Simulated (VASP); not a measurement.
Wanted: the native input for a VASP 6.6.1 run.

```
Task                   : single point
Functional             : r2SCAN
Potentials or basis    : VASP PAW PBE potentials, release 64 (F, Sr_sv, Mn_pv)
Cutoff                 : 520 eV
k mesh                 : 5 × 5 × 5
Occupations            : fermi-dirac, width 0.1 eV
Spin                   : no spin polarisation
Hubbard terms          : Mn d U = 2.89 eV, J = 0.41 eV
Dipole correction      : no
LDAUTYPE               : 1
Hund's J               : 0.41
Further INCAR settings : ALGO = Normal; EDIFF = 1e-06; NBANDS = 40
```

Sr2MnF4:

```xyz
7
Lattice="0.0000 4.0761 0.0000 4.0761 0.0000 0.0000 2.0380 2.0380 -6.3257" Properties=species:S:1:pos:R:3 pbc="T T T"
F     2.0380    2.0380   -4.3900
F     4.0761    4.0761   -1.9357
F     2.0380    0.0000    0.0000
F     0.0000    2.0380    0.0000
Sr    2.0380    2.0380   -1.8597
Sr    4.0761    4.0761   -4.4659
Mn    0.0000    0.0000    0.0000
```

One way to write it, as run:

POSCAR

```
Sr2MnF4
1.0
    0.0000000000      4.0760843300      0.0000000000
    4.0760843300      0.0000000000      0.0000000000
    2.0380426700      2.0380426700     -6.3256546300
F Sr Mn
4 2 1
Direct
    0.1530000000      0.1530000000      0.6940000000
    0.8470000000      0.8470000000      0.3060000000
    0.0000000000      0.5000000000      0.0000000000
    0.5000000000      0.0000000000      0.0000000000
    0.3530000000      0.3530000000      0.2940000000
    0.6470000000      0.6470000000      0.7060000000
    0.0000000000      0.0000000000      0.0000000000
```

INCAR.step1

```
SYSTEM = Sr2MnF4
PREC     = Accurate       ! precision mode
ENCUT    = 520            ! plane-wave cutoff, eV
ISMEAR   = -1             ! smearing method
SIGMA    = 0.1            ! smearing width, eV
LREAL    = .FALSE.        ! projectors in reciprocal space
LASPH    = .TRUE.         ! aspherical terms in the spheres
NELM     = 150            ! most SCF steps
LMAXMIX  = 4              ! l up to which the mixer works
LDAU     = .TRUE.         ! DFT+U
LDAUTYPE = 1            
LDAUL    = -1 -1 2        ! shell
LDAUU    = 0 0 2.89       ! U, eV
LDAUJ    = 0 0 0.41     
NBANDS   = 40             ! bands
GGA      = PE             ! functional
ALGO     = Normal         ! electronic algorithm
EDIFF    = 1E-4           ! SCF threshold, eV
LWAVE    = .TRUE.         ! write WAVECAR
LCHARG   = .FALSE.        ! write CHGCAR
```

INCAR.step2

```
SYSTEM = Sr2MnF4
PREC     = Accurate       ! precision mode
ENCUT    = 520            ! plane-wave cutoff, eV
EDIFF    = 1E-6           ! SCF threshold, eV
ISMEAR   = -1             ! smearing method
SIGMA    = 0.1            ! smearing width, eV
LREAL    = .FALSE.        ! projectors in reciprocal space
LASPH    = .TRUE.         ! aspherical terms in the spheres
NELM     = 150            ! most SCF steps
ALGO     = Normal         ! electronic algorithm
ISIF     = 2              ! what is computed and relaxed
LWAVE    = .FALSE.        ! write WAVECAR
LCHARG   = .FALSE.        ! write CHGCAR
LMAXMIX  = 4              ! l up to which the mixer works
LDAU     = .TRUE.         ! DFT+U
LDAUTYPE = 1            
LDAUL    = -1 -1 2        ! shell
LDAUU    = 0 0 2.89       ! U, eV
LDAUJ    = 0 0 0.41     
LDAUPRINT= 1            
METAGGA  = R2SCAN         ! meta-GGA
LMIXTAU  = .TRUE.       
NBANDS   = 40             ! bands
ISTART   = 1
```

KPOINTS

```
regular mesh
0
G
  5 5 5
  0 0 0
```

Potentials or basis: VASP PAW PBE potentials, release 64 (F, Sr_sv, Mn_pv).

Run with:

```bash
$ cat potpaw_PBE.64/F/POTCAR potpaw_PBE.64/Sr_sv/POTCAR potpaw_PBE.64/Mn_pv/POTCAR > POTCAR
$ cp INCAR.step1 INCAR
$ mpirun -np 1 vasp_std > vasp.out
$ cp INCAR.step2 INCAR
$ mpirun -np 1 vasp_std > vasp.out
```

Results of the run:

```
Pressure               : 5.1 GPa
Largest force          : 1.850 eV/Å
Band gap on the k mesh : zero (an odd number of electrons rules out a gap without spin polarisation)
```

Caveat: the cell stands under pressure; the PAW data sets were made with another functional, which shifts forces and pressure a little; an odd number of electrons without spin polarisation forces a metal; a magnetic or distorted state may lie lower; the run has no spin polarisation, though such a crystal can be magnetic; U without spin polarisation on a metal has little footing.

Wall time 9.7 min on 1 thread of Intel Xeon 8259CL, on a shared host, peak memory 0.27 GiB.
